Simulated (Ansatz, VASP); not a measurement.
## AlN in VASP and in Ansatz

```
Al N
1.0
     3.11383    0.00778    0.00778
    -1.55017    2.69276    0.00285
     0.01246    0.01246    4.98285
Al N
2 2
Direct
  0.33263 0.66634 0.99900
  0.66649 0.33301 0.49900
  0.33296 0.66700 0.38100
  0.66793 0.33365 0.88100
```

Change from the starting cell: equal xy, yz and zx engineering shears of +0.5 %.

Alike in both runs: functional PBEsol; k mesh 8 × 8 × 6; no spin polarisation.

Ansatz relaxed the structure, and its values are those at the end. VASP's run is a single point on that final structure, the one shown.

|  | VASP | Ansatz |
| --- | --- | --- |
| version | VASP 6.6.1 | Ansatz 0.2.0 |
| potentials or method | VASP PAW PBE potentials, release 64 (Al, N), cutoff 520 eV | all-electron LAPW, scalar-relativistic |
| occupations | gaussian, width 0.01 eV | fixed |

|  | VASP | Ansatz | Ansatz less VASP |
| --- | --- | --- | --- |
| gap on the k mesh at the Fermi level (eV) | 4.11 | 4.10 | -0.006 |
| pressure (GPa) | 0.0 | -0.1 | -0.12 |

VASP's potentials were made for PBE, not for PBEsol. Ansatz ran all-electron here, and VASP with PAW potentials.
